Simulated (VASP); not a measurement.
A run of VASP 6.6.1:

The input POSCAR:

```
Zn
1.0
    0.0000000000      2.6657071200      2.6657071200
    2.6657071200      0.0000000000      2.6657071200
    2.6657071200      2.6657071200      0.0000000000
Zn
2
Direct
   -0.1250000000     -0.1250000000     -0.1250000000
    0.1250000000      0.1250000000      0.1250000000
```

Contents of INCAR.step1:

```
SYSTEM = Zn
  ALGO = Normal
  EDIFF = 1E-4
  ENCUT = 520
  GGA = PE
  ISMEAR = -1
  LASPH = .True.
  LCHARG = .False.
  LREAL = .False.
  LWAVE = .True.
  NBANDS = 19
  NELM = 60
  PREC = Accurate
  SIGMA = 0.05
```

Contents of INCAR.step2:

```
SYSTEM = Zn
  ALGO = Normal
  EDIFF = 1E-8
  ENCUT = 520
  ISIF = 2
  ISMEAR = -1
  ISTART = 1
  LASPH = .True.
  LCHARG = .False.
  LEFG = .True.
  LMIXTAU = .True.
  LREAL = .False.
  LWAVE = .False.
  METAGGA = R2SCAN
  NBANDS = 19
  NELM = 60
  PREC = Accurate
  SIGMA = 0.05
```

KPOINTS

```
k-points
0
Gamma
  10 10 10
  0 0 0
```

Potentials or basis: VASP PAW PBE potentials, release 64 (Zn).

Command:

```sh
$ cat potpaw_PBE.64/Zn/POTCAR > POTCAR
$ cp INCAR.step1 INCAR
$ mpirun -np 1 vasp_std > vasp.out
$ cp INCAR.step2 INCAR
$ mpirun -np 1 vasp_std > vasp.out
```

Hardware: 1 thread of AMD EPYC 9R45 96-Core Processor (Zen 5), with other jobs on the host.

Task: How long does it take, and how much memory?

Result: Run time: 87 s on 1 thread of AMD EPYC 9R45 96-Core Processor (Zen 5), with other jobs on the host, peak memory 0.14 GiB. Counts: k points 47.
